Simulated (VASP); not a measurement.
A run of VASP 6.6.1:

The input INCAR:

```
SYSTEM = Sc
ALGO = Normal
EDIFF = 1E-6
ENCUT = 500
GGA = PE
GGA_COMPAT = .False.
ISIF = 2
ISMEAR = -1
LASPH = .True.
LCHARG = .False.
LREAL = .False.
LWAVE = .False.
NBANDS = 12
NELM = 120
PREC = Accurate
SIGMA = 0.1
```

The input KPOINTS:

```
k-points
0
Gamma
  9 9 9
  0 0 0
```

The input POSCAR:

```
Sc
1.0
   -1.8663888818      1.8663888818      2.3645230085
    1.8663888818     -1.8663888818      2.3645230085
    1.8663888818      1.8663888818     -2.3645230085
Sc
1
Direct
    0.0000000000      0.0000000000      0.0000000000
```

Potentials or basis: VASP PAW PBE potentials, release 64 (Sc_sv).

The run is started by

```console
$ cat potpaw_PBE.64/Sc_sv/POTCAR > POTCAR
$ mpirun -np 1 vasp_std > vasp.out
```

Hardware: 1 thread of Intel(R) Xeon(R) Platinum 8375C CPU @ 2.90GHz (Ice Lake) (shared host).

Q: Estimate the wall time of this run.

A: Wall time 21 s on 1 thread of Intel(R) Xeon(R) Platinum 8375C CPU @ 2.90GHz (Ice Lake), with other jobs on the host, peak memory 0.17 GiB. Counts: scf iterations 12, k points 75.
